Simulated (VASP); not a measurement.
Input of a VASP 6.6.1 run:

File INCAR:

```
SYSTEM = CdS
PREC = Accurate
ENCUT = 520
EDIFF = 1E-6
ISMEAR = -1
SIGMA = 0.05
LREAL = .FALSE.
LASPH = .TRUE.
NELM = 80
ALGO = Normal
ISIF = 2
LWAVE = .FALSE.
LCHARG = .TRUE.
LELF = .TRUE.
LVHAR = .TRUE.
NBANDS = 26
```

File KPOINTS:

```
Automatic mesh
0
G
  7 7 4
  0 0 0
```

POSCAR

```
CdS
1.0
    4.0652823512      0.0000000000      0.0000000000
   -2.0326411756      3.5206377897      0.0000000000
    0.0000000000      0.0000000000      6.5994716144
Cd S
2 2
Direct
    0.6666666667      0.3333333333      0.5000000000
    0.3333333333      0.6666666667      0.0000000000
    0.6666666667      0.3333333333      0.8750000000
    0.3333333333      0.6666666667      0.3750000000
```

Potentials or basis: VASP PAW LDA potentials, release 64 (Cd, S).

Run with:

```console
$ cat potpaw_LDA.64/Cd/POTCAR potpaw_LDA.64/S/POTCAR > POTCAR
$ mpirun -np 1 vasp_std > vasp.out
```

Question: Predict the pressure.

Answer: 1.2 GPa.

Question: Estimate the band gap on the k mesh.

Answer: 1.08 eV, direct.

Question: Estimate the largest force.

Answer: 0.076 eV/Å.

Forces on the atoms (eV/Å):
```
Cd   0.000  0.000 -0.076
Cd   0.000  0.000 -0.076
S    0.000  0.000  0.076
S    0.000  0.000  0.076
```
